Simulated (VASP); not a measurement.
# HPt6: single point with PBE

The system is HPt6, a slab with vacuum.

```xyz
14
Lattice="5.6143 0.0000 0.0000 -2.8072 4.8622 0.0000 0.0000 0.0000 22.6193" Properties=species:S:1:pos:R:3 pbc="T T T"
Pt    1.4036    0.8104    4.0000
Pt    0.0000    3.2414    4.0000
Pt    4.2107    0.8104    4.0000
Pt    2.8072    3.2414    4.0000
Pt    0.0000    1.6207    6.3097
Pt   -1.4036    4.0518    6.3097
Pt    2.8072    1.6207    6.3097
Pt    1.4036    4.0518    6.3097
Pt    0.0000    0.0000    8.6193
Pt   -1.4036    2.4311    8.6193
Pt    2.8072    0.0000    8.6193
Pt    1.4036    2.4311    8.6193
H     0.0000    1.5066   10.3493
H     0.0000    3.3556   10.3493
```

```
Program                : VASP 6.6.1
Task                   : single point
Functional             : PBE
Potentials or basis    : VASP PAW PBE potentials, release 64 (Pt, H)
Cutoff                 : 520 eV
k mesh                 : 6 × 6 × 1
Occupations            : gaussian, width 0.1 eV
Spin                   : no spin polarisation
Dipole correction      : yes
Further INCAR settings : ALGO = Normal; EDIFF = 1e-07; NBANDS = 74
```

```
Largest force          : 1.943 eV/Å
Band gap on the k mesh : zero (bands 61 and 62 overlap by 0.72 eV)
```

Forces on the atoms (eV/Å):
```
Pt   0.057  0.010 -0.018
Pt   0.000  0.050 -0.022
Pt  -0.057  0.010 -0.018
Pt   0.000 -0.036  0.056
Pt   0.000 -0.068 -0.278
Pt  -0.060 -0.017  0.005
Pt   0.000  0.029  0.425
Pt   0.060 -0.017  0.005
Pt   0.000  0.554  0.895
Pt   0.219 -0.017  0.990
Pt   0.000 -0.477  0.803
Pt  -0.219 -0.017  0.990
H    0.000 -0.190 -1.899
H    0.000  0.187 -1.934
```

Levels at points of the mesh, in eV from the Fermi level:
```csv
k point,band 57,band 58,band 59,band 60,band 61,band 62,band 63,band 64,band 65,band 66
"(0.00, 0.00, 0.00)",0.21,0.21,0.43,0.44,0.44,0.47,0.57,0.57,0.58,1.12
"(0.50, 0.00, 0.00)",-0.75,-0.69,-0.26,-0.17,-0.02,0.01,0.22,0.26,0.49,0.93
"(0.00, 0.50, 0.00)",-0.75,-0.73,-0.22,-0.21,-0.01,0.01,0.23,0.24,0.47,1.05
```

Wall time 27 min on 1 thread of Intel(R) Xeon(R) 6975P-C (Granite Rapids), with other jobs on the host, peak memory 0.86 GiB.

Caveat: spin-orbit coupling is left out, which moves the levels of the heavy elements.
